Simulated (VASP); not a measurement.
Wanted: the native input for a VASP 6.6.1 run.

* Task: single point
* Functional: PBE
* Potentials or basis: VASP PAW PBE potentials, release 64 (Rh_pv, H)
* Cutoff: 520 eV
* k mesh: 6 × 6 × 1
* Occupations: gaussian, width 0.1 eV
* Spin: no spin polarisation
* Dipole correction: yes
* Further INCAR settings: ALGO = Fast; EDIFF = 1e-06; NBANDS = 104

The structure of HRh6 lies in POSCAR:

```
HRh6
1.0
    5.4165863251      0.0000000000      0.0000000000
   -2.7082931626      4.6909013593      0.0000000000
    0.0000000000      0.0000000000     22.2966119230
Rh H
12 2
Direct
    0.3333333333      0.1666666667      0.1793994538
    0.3333333333      0.6666666667      0.1793994538
    0.8333333333      0.1666666667      0.1793994538
    0.8333333333      0.6666666667      0.1793994538
    0.1666666667      0.3333333333      0.2757769167
    0.1666666667      0.8333333333      0.2757769167
    0.6666666667      0.3333333333      0.2757769167
    0.6666666667      0.8333333333      0.2757769167
    0.0000000000      0.0000000000      0.3721019118
    0.0000000000      0.5000000000      0.3721019118
    0.5000000000      0.0000000000      0.3721019118
    0.5000000000      0.5000000000      0.3721019118
    0.1514581709      0.3029163418      0.4066363066
    0.3485418291      0.6970836582      0.4066363066
```

These files were run (other wordings do the same):

INCAR

```
SYSTEM = HRh6
PREC = Accurate
ENCUT = 520
EDIFF = 1E-6
ISMEAR = 0
SIGMA = 0.1
LREAL = .False.
LASPH = .True.
NELM = 60
ALGO = Fast
ISIF = 2
LWAVE = .False.
LCHARG = .True.
LDIPOL = .True.
IDIPOL = 3
DIPOL = 0.5 0.5 0.294
GGA = PE
LELF = .True.
LVHAR = .True.
LVACPOTAV = .True.
NBANDS = 104
```

KPOINTS

```
Automatic mesh
0
Gamma
  6 6 1
  0 0 0
```

Potentials or basis: VASP PAW PBE potentials, release 64 (Rh_pv, H).

Command:

```sh
$ cat potpaw_PBE.64/Rh_pv/POTCAR potpaw_PBE.64/H/POTCAR > POTCAR
$ mpirun -np 1 vasp_std > vasp.out
```

It gave:

```yaml
Largest_force: 1.676 eV/Å
Band_gap_on_the_k_mesh: zero (bands 91 and 92 overlap by 0.89 eV)
```

Wall time 61 min on 1 thread of Oxide Virtual Turin-like Processor (shared host), peak memory 0.86 GiB.
